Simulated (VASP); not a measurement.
A run of VASP 6.6.1 is set up as follows.

Contents of INCAR:

```
SYSTEM = CdF2
PREC     = Accurate       ! precision mode
ENCUT    = 520            ! plane-wave cutoff, eV
EDIFF    = 1E-6           ! SCF threshold, eV
ISMEAR   = 0              ! smearing method
SIGMA    = 0.05           ! smearing width, eV
LREAL    = .FALSE.        ! projectors in reciprocal space
LASPH    = .TRUE.         ! aspherical terms in the spheres
NELM     = 60             ! most SCF steps
ALGO     = Normal         ! electronic algorithm
ISIF     = 2              ! what is computed and relaxed
LWAVE    = .FALSE.        ! write WAVECAR
LCHARG   = .FALSE.        ! write CHGCAR
GGA      = PS             ! functional
IVDW     = 12             ! dispersion correction
NBANDS   = 20             ! bands
```

File KPOINTS:

```
Automatic mesh
0
G
  8 8 8
  0 0 0
```

The input POSCAR:

```
CdF2
1.0
    0.0000000000      2.6598329704      2.6598329704
    2.6598329704      0.0000000000      2.6598329704
    2.6598329704      2.6598329704      0.0000000000
Cd F
1 2
Direct
    0.0000000000      0.0000000000      0.0000000000
    0.2500000000      0.2500000000      0.2500000000
    0.7500000000      0.7500000000      0.7500000000
```

Potentials or basis: VASP PAW PBE potentials, release 64 (Cd, F).

The run is started by

```bash
$ cat potpaw_PBE.64/Cd/POTCAR potpaw_PBE.64/F/POTCAR > POTCAR
$ mpirun -np 1 vasp_std > vasp.out
```

**Question.** Predict the band gap on the k mesh.

**Answer.** 3.03 eV, indirect (least direct gap 3.47 eV).

**Question.** What does it give for the pressure?

**Answer.** 3.4 GPa.

**Question.** Estimate the dispersion energy per atom.

**Answer.** -0.142 eV.

Caveat: the PAW data sets were made with another functional, which shifts forces and pressure a little. A k mesh can miss the band edges.
